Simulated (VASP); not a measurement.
AlN, 4 atoms in the cell. The typed cell holds 4 atoms: a = 3.130 Å, b = 3.130 Å, c = 5.017 Å, α = 90.00°, β = 90.00°, γ = 120.00°. 

```yaml
Program: VASP 6.6.1
Task: single point
Functional: PBE
Potentials_or_basis: VASP PAW PBE potentials, release 64 (Al, N)
Cutoff: 700 eV
k_mesh: 2 × 2 × 2, shifted
Occupations: gaussian, width 0.01 eV
Spin: no spin polarisation
Dipole_correction: no
Mended: yes
Further_INCAR_settings: ALGO = Normal; EDIFF = 1e-06; NBANDS = 16; ISYM = -1
```

Potentials or basis: VASP PAW PBE potentials, release 64 (Al, N).

Launch:

```sh
$ cat potpaw_PBE.64/Al/POTCAR potpaw_PBE.64/N/POTCAR > POTCAR
$ mpirun -np 1 vasp_std > vasp.out
```

Hardware: 1 thread of AMD EPYC 9R45 96-Core Processor (Zen 5) (shared host).

Problem. Estimate the wall time of this run.

Solution. It took 6.1 s on 1 thread of AMD EPYC 9R45 96-Core Processor (Zen 5) (shared host), peak memory 0.14 GiB. Counts: scf iterations 13, k points 8.
